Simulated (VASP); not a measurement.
Here is a VASP 6.6.1 calculation.

Contents of POSCAR:

```
B
1.0
    1.6932445556     -1.4779401274      0.0000000000
    1.6932445556      1.4779401274      0.0000000000
    0.0000000000      0.0000000000      5.3970932147
B
4
Direct
    1.0000085634     -0.0000085634      0.1570872357
    0.4999914366      0.5000085634      0.6570872357
   -0.0000085634      1.0000085634      0.8429127643
    0.5000085634      0.4999914366      0.3429127643
```

INCAR.step1

```
PREC = Accurate ; ENCUT = 520
ISMEAR = 0 ; SIGMA = 0.1
LREAL = False ; LASPH = True
NELM = 100 ; NBANDS = 14
GGA = PE ; ALGO = Normal
EDIFF = 1E-4 ; LWAVE = True
LCHARG = False
```

INCAR.step2

```
PREC = Accurate ; ENCUT = 520
EDIFF = 1E-6 ; ISMEAR = 0
SIGMA = 0.1 ; LREAL = False
LASPH = True ; NELM = 100
ALGO = Normal ; ISIF = 2
LWAVE = False ; LCHARG = False
METAGGA = R2SCAN ; LMIXTAU = True
NBANDS = 14 ; ISTART = 1
```

KPOINTS

```
Automatic mesh
0
Gamma
  8 8 4
```

Potentials or basis: VASP PAW PBE potentials, release 64 (B).

Launch:

```console
$ cat potpaw_PBE.64/B/POTCAR > POTCAR
$ cp INCAR.step1 INCAR
$ mpirun -np 1 vasp_std > vasp.out
$ cp INCAR.step2 INCAR
$ mpirun -np 1 vasp_std > vasp.out
```

Problem. Predict the band gap on the k mesh.

Solution. Zero (bands 6 and 7 overlap by 7.14 eV).

Problem. Predict the largest force.

Solution. 0.006 eV/Å.

Stress tensor (GPa, compression positive):
```
 0.01  0.00  0.00
 0.00  0.10  0.00
 0.00  0.00 -0.16
```

Caveat: the PAW data sets were made with another functional, which shifts forces and pressure a little.
